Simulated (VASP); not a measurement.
# C in VASP: single point with PBE

Aim: the single point of C with PBE.

Program: VASP 6.6.1. These are calculated values, not measurements. Logs are shortened: lines on timing, memory, paths and dates and some standing lists are left out, and cuts for length are marked.

### Step 1. The cell of the first run

The cell holds a wire or tube with vacuum around it, 23 atoms: a = 7.369 Å, b = 8.524 Å, c = 25.090 Å, α = 90.00°, β = 90.00°, γ = 90.00°.

### Step 2. Single point, PBE (atoms taken out, then relaxed in part)

Input file INCAR:

```
  PREC = Accurate
  ENCUT = 520
  EDIFF = 1E-6
  ISMEAR = 0
  SIGMA = 0.1
  LREAL = Auto
  LASPH = T
  NELM = 60
  ALGO = Fast
  ISIF = 2
  LWAVE = F
  LCHARG = T
  LDIPOL = T
  IDIPOL = 3
  DIPOL = 0.5 0.5 0.494
  GGA = PE
  LELF = T
  LVHAR = T
  LVACPOTAV = T
  NBANDS = 63
```

Input file KPOINTS:

```
regular mesh
0
Gamma
  4 3 1
```

Input file POSCAR:

```
C
1.0
    7.3685104800      0.0000000000      0.0000000000
    0.0000000000      8.5238033600      0.0000000000
    0.0000000000      0.0000000000     25.0903524755
C
23
Direct
    0.3333333333      0.0000000000      0.3587036096
    0.6666666667      0.0000000000      0.3587036096
    1.0000000000      0.0000000000      0.3587036096
    0.1666666667      0.0000000000      0.3869628897
    0.5000000000      0.0000000000      0.3869628897
    0.8333333333      0.0000000000      0.3869628897
    0.1666666667      0.0000000000      0.4434814399
    0.5000000000      0.0000000000      0.4434814399
    0.8333333333      0.0000000000      0.4434814399
    0.0000000000      0.0000000000      0.4717407199
    0.3333333333      0.0000000000      0.4717407199
    0.6666666667      0.0000000000      0.4717407199
    0.3326228727      0.0000000000      0.5292062780
    0.6666666667      0.0000000000      0.5277076354
    1.0007104607      0.0000000000      0.5292062780
    0.1666666667      0.0000000000      0.5583901830
    0.5027190981      0.0000000000      0.5562882943
    0.8306142352      0.0000000000      0.5562882943
    0.1666666667      0.0000000000      0.6176796231
    0.4870392743      0.0000000000      0.6118592979
    0.8462940591      0.0000000000      0.6118592979
   -0.0093668948      0.0000000000      0.6380628970
    0.3427002281      0.0000000000      0.6380628970
```

Potentials or basis: VASP PAW PBE potentials, release 64 (C).

Started as:

```sh
> cat potpaw_PBE.64/C/POTCAR > POTCAR
> mpirun -np 1 vasp_std > vasp.out
```

OUTCAR:

```text
PREC = Accurate
   ENCUT = 520
   EDIFF = 1E-6
   ISMEAR = 0
   LREAL = Auto
   LASPH = T
   NELM = 60
   ISIF = 2
   GGA = PE

 ion  position               nearest neighbor table
   1  0.333  0.000  0.359-   4 1.42   5 1.42
   2  0.667  0.000  0.359-   6 1.42   5 1.42
   3  0.000  0.000  0.359-   4 1.42   6 1.42
   4  0.167  0.000  0.387-   7 1.42   1 1.42   3 1.42
   5  0.500  0.000  0.387-   8 1.42   2 1.42   1 1.42
   6  0.833  0.000  0.387-   9 1.42   2 1.42   3 1.42
   7  0.167  0.000  0.443-   4 1.42  11 1.42  10 1.42
   8  0.500  0.000  0.443-   5 1.42  11 1.42  12 1.42
   9  0.833  0.000  0.443-   6 1.42  12 1.42  10 1.42
[... 8 lines left out ...]
  18  0.831  0.000  0.556-  21 1.40  14 1.40  15 1.43
  19  0.167  0.000  0.618-  23 1.39  22 1.39  16 1.49
  20  0.487  0.000  0.612-  23 1.25  17 1.40
  21  0.846  0.000  0.612-  22 1.25  18 1.40
  22  0.991  0.000  0.638-  21 1.25  19 1.39
  23  0.343  0.000  0.638-  20 1.25  19 1.39

  LATTYP: Found a simple orthorhombic cell.
 ALAT       =     7.3685104800
 B/A-ratio  =     1.1567878451
 C/A-ratio  =     3.4050779386

  Lattice vectors:

 A1 = (   7.3685104800,   0.0000000000,   0.0000000000)
 A2 = (   0.0000000000,   8.5238033600,   0.0000000000)
 A3 = (   0.0000000000,   0.0000000000,  25.0903524755)

Analysis of symmetry for initial positions (statically):
=====================================================================
 Subroutine PRICEL returns:
 Original cell was already a primitive cell.

 Routine SETGRP: Setting up the symmetry group for a
 simple orthorhombic supercell.

 Subroutine GETGRP returns: Found  4 space group operations
 (whereof  2 operations were pure point group operations)
 out of a pool of  8 trial point group operations.

The static configuration has the point symmetry C_1h.
 The point group associated with its full space group is C_2v.

Analysis of symmetry for dynamics (positions and initial velocities):
=====================================================================
 Subroutine PRICEL returns:
 Original cell was already a primitive cell.

 Routine SETGRP: Setting up the symmetry group for a
 simple orthorhombic supercell.

 Subroutine GETGRP returns: Found  4 space group operations
 (whereof  2 operations were pure point group operations)
 out of a pool of  8 trial point group operations.

The dynamic configuration has the point symmetry C_1h.
 The point group associated with its full space group is C_2v.

 Subroutine INISYM returns: Found  4 space group operations
 (whereof  2 operations are pure point group operations),
 and found     1 'primitive' translations

----------------------------------------------------------------------------------------

                                     Primitive cell

  volume of cell :    1575.8682

  direct lattice vectors                    reciprocal lattice vectors
     7.368510480  0.000000000  0.000000000     0.135712639  0.000000000  0.000000000
     0.000000000  8.523803360  0.000000000     0.000000000  0.117318521  0.000000000
     0.000000000  0.000000000 25.090352476     0.000000000  0.000000000  0.039855957

  length of vectors
     7.368510480  8.523803360 25.090352476     0.135712639  0.117318521  0.039855957

  position of ions in fractional coordinates (direct lattice)
     0.333333333  0.000000000  0.358703610
     0.666666667  0.000000000  0.358703610
     0.000000000  0.000000000  0.358703610
     0.166666667  0.000000000  0.386962890
     0.500000000  0.000000000  0.386962890
     0.833333333  0.000000000  0.386962890
[... 15 lines left out ...]
     0.990633105  0.000000000  0.638062897
     0.342700228  0.000000000  0.638062897

  ion indices of the primitive-cell ions
   primitive index   ion index
                 1           1
                 2           2
                 3           3
                 4           4
                 5           5
                 6           6
[... 15 lines left out ...]
                22          22
                23          23

----------------------------------------------------------------------------------------

 KPOINTS: regular mesh

Automatic generation of k-mesh.
 Grid dimensions read from file:
 generate k-points for:    4    3    1

 Generating k-lattice:

  Cartesian coordinates                     Fractional coordinates (reciprocal lattice)
     0.033928160  0.000000000  0.000000000     0.250000000  0.000000000  0.000000000
     0.000000000  0.039106174  0.000000000     0.000000000  0.333333333  0.000000000
     0.000000000  0.000000000  0.039855957     0.000000000  0.000000000  1.000000000

  Length of vectors
     0.033928160  0.039106174  0.039855957

  Shift w.r.t. Gamma in fractional coordinates (k-lattice)
     0.000000000  0.000000000  0.000000000

 Subroutine IBZKPT returns following result:
 ===========================================

 Found      6 irreducible k-points:

 Following reciprocal coordinates:
            Coordinates               Weight
  0.000000  0.000000  0.000000      1.000000
  0.250000  0.000000  0.000000      2.000000
  0.500000  0.000000  0.000000      1.000000
  0.000000  0.333333  0.000000      2.000000
  0.250000  0.333333  0.000000      4.000000
  0.500000  0.333333  0.000000      2.000000
   k-points           NKPTS =      6   k-points in BZ     NKDIM =      6   number of bands    NBANDS=     63
   number of dos      NEDOS =    301   number of ions     NIONS =     23
   total plane-waves  NPLWV = 688128
   dimension x,y,z NGX =    56 NGY =   64 NGZ =  192
   dimension x,y,z NGXF=   112 NGYF=  128 NGZF=  384
   ions per type =              23
   NGX,Y,Z   is equivalent  to a cutoff of  12.63, 12.48, 12.72 a.u.
   NGXF,Y,Z  is equivalent  to a cutoff of  25.27, 24.96, 25.44 a.u.
 SYSTEM =  unknown system
   PREC   = accura    normal or accurate (medium, high low for compatibility)
   ISTART =      0    job   : 0-new  1-cont  2-samecut
   ICHARG =      2    charge: 1-file 2-atom 10-const
   ISPIN  =      1    spin polarized calculation?
   LNONCOLLINEAR =      F non collinear calculations
   LSORBIT =      F    spin-orbit coupling
   LASPH  =      T    aspherical Exc in radial PAW
   ENCUT  =  520.0 eV  38.22 Ry    6.18 a.u.  13.70 15.85 46.65*2*pi/ulx,y,z
   NELM   =     60;   NELMIN=  2; NELMDL= -5     # of ELM steps
   EDIFF  = 0.1E-05   stopping-criterion for ELM
   LREAL  =      T    real-space projection
   EDIFFG = 0.1E-04   stopping-criterion for IOM
   NSW    =      0    number of steps for IOM
   IBRION =     -1    ionic relax: 0-MD 1-quasi-New 2-CG
   NFREE  =      0    steps in history (QN), initial steepest desc. (CG)
   ISIF   =      2    stress and relaxation
   ISYM   =      2    0-nonsym 1-usesym 2-fastsym
   POTIM  = 0.5000    time-step for ionic-motion
   TEBEG  =    0.0;   TEEND  =   0.0 temperature during run
   PSTRESS=    0.0 pullay stress
   NELECT =      92.0000    total number of electrons
   NUPDOWN=      -1.0000    fix difference up-down
   EMIN   =  10.00;   EMAX   =-10.00  energy-range for DOS
   EFERMI =   0.00;   METHOD = LEGACY
   ISMEAR =     0;   SIGMA  =   0.10  broadening in eV -4-tet -1-fermi 0-gaus
   EFERMI_NEDOS =   21; number of points for ismear=-14 and -15
   IALGO  =     68    algorithm
   IMIX   =      4    mixing-type and parameters
     AMIX     =   0.40;   BMIX     =  1.00
     AMIX_MAG =   1.60;   BMIX_MAG =  1.00
  volume/ion in A,a.u.               =      68.52       462.37
  Fermi-wavevector in a.u.,A,eV,Ry     =   0.635083  1.200134  5.487652  0.403331
  Thomas-Fermi vector in A             =   1.699297
   LORBIT       =      0    0 simple, 1 ext, 2 COOP (PROOUT), +10 PAW based schemes
   GGA     = PE    functional components
   LHFCALC =     F    Hartree Fock is set to
   AEXX    =    0.0000 exact exchange contribution
   IVDW    =     0    specifies the selected vdW correction
   LEPSILON=     F    determine dielectric tensor
   LRPA    =     F    only Hartree local field effects (RPA)
 non-spin polarized calculation
 RMM-DIIS sequential band-by-band and
 Gauss-broadening in eV      SIGMA  =   0.10
  energy-cutoff  :      520.00
  volume of cell :     1575.87
 maximum number of plane-waves:     42484
 NGX is ok and might be reduce to    56
   NGX = 27   NGY = 31   NGZ = 93

 number of electron      92.0000001 magnetization

 dipolmoment           0.000000      0.000000     -0.364546 electrons x Angstroem

 Free energy of the ion-electron system (eV)
  ---------------------------------------------------
  ext. energy  EPLUGINS =         0.00000000
  ---------------------------------------------------
  free energy    TOTEN  =      -193.82127620 eV

  energy without entropy =     -193.73722390  energy(sigma->0) =     -193.77925005

 E-fermi :  -4.1613     XC(G=0):  -2.0271

 val. band max:       -4.2110191055   @ k =   0.2500   0.3333   0.0000
 cond. band min:      -4.1472338463   @ k =   0.0000   0.0000   0.0000
 fundamental gap:      0.0637852592
 Fermi energy:        -4.1612934719

 k-point     1 :       0.0000    0.0000    0.0000
  band No.  band energies     occupation
      1     -23.2393      2.00000
      2     -22.1927      2.00000
      3     -21.3847      2.00000
      4     -21.2840      2.00000
      5     -20.6303      2.00000
      6     -20.4408      2.00000
[... 50 lines left out ...]
     57       0.4526      0.00000
     58       0.9695      0.00000

 k-point     2 :       0.2500    0.0000    0.0000
  band No.  band energies     occupation
      1     -23.1188      2.00000
      2     -22.2201      2.00000
      3     -22.0056      2.00000
      4     -21.1260      2.00000
      5     -20.5048      2.00000
      6     -20.1063      2.00000
[... 50 lines left out ...]
     57       0.5160      0.00000
     58       0.6231      0.00000

 k-point     3 :       0.5000    0.0000    0.0000
  band No.  band energies     occupation
      1     -22.7771      2.00000
      2     -22.7435      2.00000
      3     -21.8611      2.00000
      4     -21.5139      2.00000
      5     -20.2151      2.00000
      6     -19.9050      2.00000
[... 50 lines left out ...]
     57       0.3360      0.00000
     58       0.4023      0.00000

 k-point     4 :       0.0000    0.3333    0.0000
  band No.  band energies     occupation
      1     -23.2393      2.00000
      2     -22.1927      2.00000
      3     -21.3847      2.00000
      4     -21.2840      2.00000
      5     -20.6303      2.00000
      6     -20.4408      2.00000
[... 50 lines left out ...]
     57       0.6974      0.00000
     58       0.9118      0.00000

 k-point     5 :       0.2500    0.3333    0.0000
  band No.  band energies     occupation
      1     -23.1188      2.00000
      2     -22.2201      2.00000
      3     -22.0056      2.00000
      4     -21.1260      2.00000
      5     -20.5048      2.00000
      6     -20.1064      2.00000
[... 50 lines left out ...]
     57       0.5142      0.00000
     58       0.8699      0.00000

 k-point     6 :       0.5000    0.3333    0.0000
  band No.  band energies     occupation
      1     -22.7771      2.00000
      2     -22.7435      2.00000
      3     -21.8610      2.00000
      4     -21.5139      2.00000
      5     -20.2152      2.00000
      6     -19.9050      2.00000
[... 50 lines left out ...]
     57       0.6446      0.00000
     58       0.6738      0.00000
 [bands above 58 left out]

------------------------ aborting loop because EDIFF is reached ----------------------------------------

  FORCE on cell =-STRESS in cart. coord.  units (eV):
  Direction    XX          YY          ZZ          XY          YZ          ZX
  --------------------------------------------------------------------------------------
  -------------------------------------------------------------------------------------
  Total        9.2632717     -0.0759030      2.4778311      0.0000000      0.0000000      0.0000000
  in kB        9.4179221     -0.0771702      2.5191985      0.0000000      0.0000000      0.0000000
  external PRESSURE =       3.9533168 kB  Pullay stress =       0.0000000 kB

 VOLUME and BASIS-vectors are now :
 -----------------------------------------------------------------------------
  energy-cutoff  :      520.00
  volume of cell :     1575.87
      direct lattice vectors                 reciprocal lattice vectors
     7.368510480  0.000000000  0.000000000     0.135712639  0.000000000  0.000000000
     0.000000000  8.523803360  0.000000000     0.000000000  0.117318521  0.000000000
     0.000000000  0.000000000 25.090352476     0.000000000  0.000000000  0.039855957

 POSITION                                       TOTAL-FORCE (eV/Angst)
 -----------------------------------------------------------------------------------
      2.45617      0.00000      9.00000         0.098575      0.000000      1.594031
      4.91234      0.00000      9.00000        -0.000000      0.000000      1.499483
      0.00000      0.00000      9.00000        -0.098575      0.000000      1.594031
      1.22809      0.00000      9.70904        -0.000000      0.000000     -2.731243
      3.68426      0.00000      9.70904        -0.132726      0.000000     -2.791343
      6.14043      0.00000      9.70904         0.132726      0.000000     -2.791343
[... 15 lines left out ...]
      7.29949      0.00000     16.00922         0.038045      0.000000      0.042263
      2.52519      0.00000     16.00922        -0.038045      0.000000      0.042263
 -----------------------------------------------------------------------------------
    total drift:                                0.000013      0.000000     -0.013291

  FREE ENERGIE OF THE ION-ELECTRON SYSTEM (eV)
  ---------------------------------------------------
  free  energy   TOTEN  =      -193.8212762049 eV

  energy  without entropy=     -193.7372238955  energy(sigma->0) =     -193.77925005

 vacuum level on the upper side and lower side of the slab         0.887         1.937
```

It took 25 min on 1 thread of Oxide Virtual Turin-like, shared host; peak memory 1.4 GiB.

What came out:

```
Free energy            : -193.8213 eV
Largest force          : 2.794 eV/Å
Band gap on the k mesh : zero (bands 46 and 47 overlap by 0.03 eV)
```

Forces on the atoms (eV/Å):
```
C    0.099  0.000  1.594
C    0.000  0.000  1.499
C   -0.099  0.000  1.594
C    0.000  0.000 -2.731
C   -0.133  0.000 -2.791
C    0.133  0.000 -2.791
C    0.000  0.000  0.982
C   -0.347  0.000  1.092
C    0.347  0.000  1.092
C   -0.051  0.000  0.321
C    0.051  0.000  0.321
C    0.000  0.000 -0.315
C    0.001  0.000  0.007
C    0.000  0.000  0.014
C   -0.001  0.000  0.007
C    0.000  0.000 -0.012
C    0.027  0.000  0.004
C   -0.027  0.000  0.004
C    0.000  0.000  0.050
C    0.068  0.000 -0.013
C   -0.068  0.000 -0.013
C    0.038  0.000  0.042
C   -0.038  0.000  0.042
```

Levels at points of the mesh, in eV from the Fermi level:
| k point | band 44 | band 45 | band 46 | band 47 | band 48 | band 49 |
| --- | --- | --- | --- | --- | --- | --- |
| (0.00, 0.00, 0.00) | -0.58 | -0.18 | -0.17 | 0.01 | 0.23 | 0.86 |
| (0.50, 0.00, 0.00) | -1.83 | -0.31 | 0.04 | 0.04 | 0.21 | 0.88 |

Caveat: the cell differs from its parent crystal (atoms taken out, then relaxed in part).

The gap in the log of VASP goes by the Fermi energy; the results here count the filled bands.